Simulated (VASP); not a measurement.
A run of VASP 6.6.1 is set up as follows.

Contents of INCAR:

```
SYSTEM = Ti
ALGO = Normal
EDIFF = 1E-6
ENCUT = 500
GGA = PE
GGA_COMPAT = .FALSE.
ISIF = 2
ISMEAR = 0
LASPH = .TRUE.
LCHARG = .FALSE.
LREAL = .FALSE.
LWAVE = .FALSE.
NBANDS = 32
NELM = 120
PREC = Accurate
SIGMA = 0.1
```

The input KPOINTS:

```
k-points
0
G
  6 6 2
  0 0 0
```

POSCAR

```
Ti
1.0
    2.9252023048      0.0000000000      0.0000000000
   -1.4626011524      2.5332995072      0.0000000000
    0.0000000000      0.0000000000      9.4159792612
Ti
4
Direct
    0.0000000000      0.0000000000      0.0000000000
    0.0000000000      0.0000000000      0.5000000000
    0.3333333333      0.6666666667      0.7500000000
    0.6666666667      0.3333333333      0.2500000000
```

Potentials or basis: VASP PAW PBE potentials, release 64 (Ti_sv).

Run with:

```bash
$ cat potpaw_PBE.64/Ti_sv/POTCAR > POTCAR
$ mpirun -np 1 vasp_std > vasp.out
```

(1) Estimate the pressure.

(2) What does it give for the band gap on the k mesh?

## Answers

(1) -0.3 GPa.

(2) zero (bands 24 and 25 overlap by 0.86 eV).

Caveat: the k points lie up to 0.41 Å⁻¹ apart, too coarse for converged energies and pressures of a metal.
